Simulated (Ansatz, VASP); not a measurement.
**BaTiO3 in VASP and in Ansatz**

```xyz
5
Lattice="2.8401 1.6397 2.3314 -2.8401 1.6397 2.3314 0.0000 -3.2794 2.3314" Properties=species:S:1:pos:R:3 pbc="T T T"
Ba    0.0000    0.0000    0.0195
Ti    0.0000    0.0000    3.6108
O     0.0000   -1.6082    4.5688
O    -1.3928    0.8041    4.5688
O     1.3928    0.8041    4.5688
```

Alike in both runs: functional r2SCAN; k mesh 6 × 6 × 6; occupations gaussian, width 0.02 eV; no spin polarisation.

Ansatz relaxed the structure, and its values are those at the end. VASP's run is a single point on that final structure, the one shown.

|  | VASP | Ansatz |
| --- | --- | --- |
| version | VASP 6.6.1 | Ansatz 0.2.0 |
| potentials or method | VASP PAW PBE potentials, release 64 (Ba_sv, Ti_sv, O_h), cutoff 910 eV | scalar-relativistic, plane waves, PAW |
| valence electrons in the cell | 40 | 40 |

VASP gave:

| Property | Result |
| --- | --- |
| gap on the k mesh at the Fermi level (eV) | 2.86 |
| least direct gap on the mesh (eV) | 3.32 |
| rms of the force components (eV/Å) | 0.050 |

Q: Estimate Ansatz's values.

A: gap on the k mesh at the Fermi level (eV): 2.87; least direct gap on the mesh (eV): 3.29; rms of the force components (eV/Å): 0.000.

VASP's potentials were made for PBE, not for r2SCAN.

Neither program's run includes spin-orbit coupling. Noted on VASP's run: the cutoff is short for stress, so the pressure is rough.
